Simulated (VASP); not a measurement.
Runs of VASP 6.6.1 on MgO (sol). The structure is that of space group Fm-3m (No. 225), or close to it. The cells are those of the table. 

| task | cell | smearing | gap on the mesh (eV) | pressure (GPa) |
| --- | --- | --- | --- | --- |
| single point | a = 2.980 Å, angles 60.0°, 2 atoms | gaussian 0.02 eV | 4.62 | -0.8 |
| single point | a = 2.978 Å, angles 60.0°, 2 atoms | gaussian 0.1 eV | 4.64 | -0.5 |
| single point | a = 2.980 Å, angles 60.0°, 2 atoms | gaussian 0.01 eV | 4.62 | -0.8 |
| relaxation of cell and atoms | relaxed from a = 2.978 Å, angles 60.0°, 2 atoms | gaussian 0.02 eV | (a) | 0.0 |

Alike in all rows: level PBEsol; potentials or basis VASP PAW PBE potentials, release 64 (Mg, O); no spin polarisation; k mesh 8 × 8 × 8; cutoff (eV) 600.

Q: Estimate the missing entries.

A: (a) 4.66.

Caveats: the PAW data sets were made with another functional, which shifts forces and pressure a little.

